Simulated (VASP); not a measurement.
AlN, 4 atoms in the cell. The cell holds a slab with vacuum, 4 atoms: a = 3.130 Å, b = 5.018 Å, c = 16.904 Å, α = 90.00°, β = 90.00°, γ = 90.00°. 

- Program: VASP 6.6.1
- Task: relaxation of the atoms
- Functional: PBE
- Potentials or basis: VASP PAW PBE potentials, release 64 (Al, N)
- Cutoff: 520 eV
- k mesh: 10 × 6 × 1
- Occupations: fermi-dirac, width 0.02 eV
- Spin: no spin polarisation
- Dipole correction: yes
- Further INCAR settings: ALGO = Normal; EDIFF = 1e-07; IBRION = 2; EDIFFG = -0.01; NSW = 60

Potentials or basis: VASP PAW PBE potentials, release 64 (Al, N).

Command:

```console
$ cat potpaw_PBE.64/Al/POTCAR potpaw_PBE.64/N/POTCAR > POTCAR
$ mpirun -np 1 vasp_std > vasp.out
```

Hardware: 1 thread of Intel(R) Xeon(R) Platinum 8488C (Sapphire Rapids), with other jobs on the host.

Q: Estimate the wall time of this run.

A: It took 11 min on 1 thread of Intel(R) Xeon(R) Platinum 8488C (Sapphire Rapids) (shared host), peak memory 0.39 GiB. Counts: scf iterations 233, k points 24, ion steps 17.
